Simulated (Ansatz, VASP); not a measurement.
Ta: VASP beside Ansatz

```
CELL_PARAMETERS angstrom
-1.45032 1.65751 1.65751
1.65751 -1.45032 1.65751
1.65751 1.65751 -1.45032
ATOMIC_POSITIONS crystal
Ta 0.00000 0.00000 0.00000
```

Alike in both runs: task single point; functional PBE; k mesh 22 × 22 × 22; occupations gaussian, width 0.15 eV; no spin polarisation.

|  | VASP | Ansatz |
| --- | --- | --- |
| version | VASP 6.6.1 | Ansatz 0.2.0 |
| potentials or method | VASP PAW PBE potentials, release 64 (Ta_pv), cutoff 520 eV | scalar-relativistic, plane waves, PAW |
| valence electrons in the cell | 11 | 13 |

Ansatz gave:

| Property | Result |
| --- | --- |
| gap on the k mesh at the Fermi level (eV) | none |
| pressure (GPa) | 5.7 |
| traceless stress, the component that is largest in VASP (GPa) | -6.63 |

Problem. Which values does VASP return?

Solution. gap on the k mesh at the Fermi level (eV): none; pressure (GPa): 5.9; traceless stress, the component that is largest in VASP (GPa): -6.61.

A gap of «none» marks a metal or a gap that the smearing closes. VASP's potentials hold 11 valence electrons a cell and Ansatz's 13, so a difference there can come from the potentials and not from the codes.

Spin-orbit coupling is off throughout.
